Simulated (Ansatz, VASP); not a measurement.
**Be3CdS2 in VASP and in Ansatz**

```
CELL_PARAMETERS angstrom
5.22551 0.00000 0.00000
0.00000 10.74931 0.00000
0.00000 0.00000 3.44328
ATOMIC_POSITIONS crystal
Be 0.17269 0.32400 0.76002
Be 0.82731 0.67600 0.76002
Be 0.50000 0.00000 0.97877
Be 0.00000 0.50000 0.02123
Be 0.67269 0.17600 0.23998
Be 0.32731 0.82400 0.23998
Cd 0.00000 0.00000 0.19720
Cd 0.50000 0.50000 0.80280
S 0.44599 0.18158 0.74218
S 0.05401 0.68158 0.25782
S 0.94599 0.31842 0.25782
S 0.55401 0.81842 0.74218
```

Change from the starting cell: the structure that the rattled cell fell into.

Alike in both runs: functional PBE; k mesh 8 × 4 × 10; occupations gaussian, width 0.02 eV; no spin polarisation.

Ansatz relaxed the structure, and its values are those at the end. VASP's run is a single point on that final structure, the one shown.

```csv
,VASP,Ansatz
version,VASP 6.6.1,Ansatz 0.2.0
potentials or method,"VASP PAW PBE potentials, release 64 (Be, Cd, S), cutoff 600 eV","scalar-relativistic, plane waves, PAW"
valence electrons in the cell,60,76
```

Ansatz gave:

| Item | Value |
| --- | --- |
| gap on the k mesh at the Fermi level (eV) | 0.21 |
| least direct gap on the mesh (eV) | 0.35 |
| pressure (GPa) | 0.0 |

Problem. Which values does VASP return?

Solution. gap on the k mesh at the Fermi level (eV): 0.20; least direct gap on the mesh (eV): 0.35; pressure (GPa): 0.1.

VASP's potentials hold 60 valence electrons a cell and Ansatz's 76, so a difference there can come from the potentials and not from the codes.
